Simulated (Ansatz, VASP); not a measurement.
Al2Cu in VASP and in Ansatz

Contents of INCAR:

```
PREC = Accurate ; ENCUT = 520
EDIFF = 1E-7 ; ISMEAR = -1
SIGMA = 0.05 ; LREAL = False
LASPH = True ; NELM = 80
ALGO = Normal ; ISIF = 2
LWAVE = False ; LCHARG = False
GGA = PS ; NBANDS = 16
```

Contents of KPOINTS:

```
regular mesh
0
Gamma
  6 6 8
```

POSCAR

```
Al2Cu
1.0
    4.1872856400      0.0000000000      0.0000000000
    0.0000000000      4.1872856400      0.0000000000
    0.0000000000      0.0000000000      2.8913130000
Cu Al
1 2
Direct
    0.0000000000      0.0000000000      0.0000000000
    0.0000000000      0.5000000000      0.5000000000
    0.5000000000      0.0000000000      0.5000000000
```

Contents of input.yaml:

```yaml
crystal:
  lattice:
    - [4.18728564, 0.0, 0.0]
    - [0.0, 4.18728564, 0.0]
    - [0.0, 0.0, 2.891313]
  atoms:
    - { symbol: Cu, position: [0.0, 0.0, 0.0] }
    - { symbol: Al, position: [0.0, 0.5, 0.5] }
    - { symbol: Al, position: [0.5, 0.0, 0.5] }
hamiltonian:
  xc: pbesol
  pseudopotentials: { kind: paw }
kpoints:
  mp_grid: { grid: [6, 6, 8] }
scf:
  occupations: { method: fermi_dirac, width: 0.05 }
output:
  forces: true
  stress: true
  eigenvalues: true
  write_density: true
  write_potential: true
  elf: true
  volumetric_format: npy
```

Alike in both runs: task single point; functional PBEsol; k mesh 6 × 6 × 8; occupations fermi-dirac, width 0.05 eV; no spin polarisation.

|  | VASP | Ansatz |
| --- | --- | --- |
| version | VASP 6.6.1 | Ansatz 0.2.0 |
| potentials or method | VASP PAW PBE potentials, release 64 (Cu, Al) | Ansatz PAW |
| plane-wave cutoff (eV) | 520 | 420 |
| valence electrons in the cell | 17 | 25 |

Ansatz gave:

```
gap on the k mesh at the Fermi level (eV)                     : none
pressure (GPa)                                                : -5.4
traceless stress, the component that is largest in VASP (GPa) : -0.92
```

Question: Estimate VASP's values.

Answer: gap on the k mesh at the Fermi level (eV): none; pressure (GPa): -5.1; traceless stress, the component that is largest in VASP (GPa): -0.97.

VASP's potentials were made for PBE, not for PBEsol. A gap of «none» marks a metal or a gap that the smearing closes. VASP's potentials hold 17 valence electrons a cell and Ansatz's 25, so a difference there can come from the potentials and not from the codes.
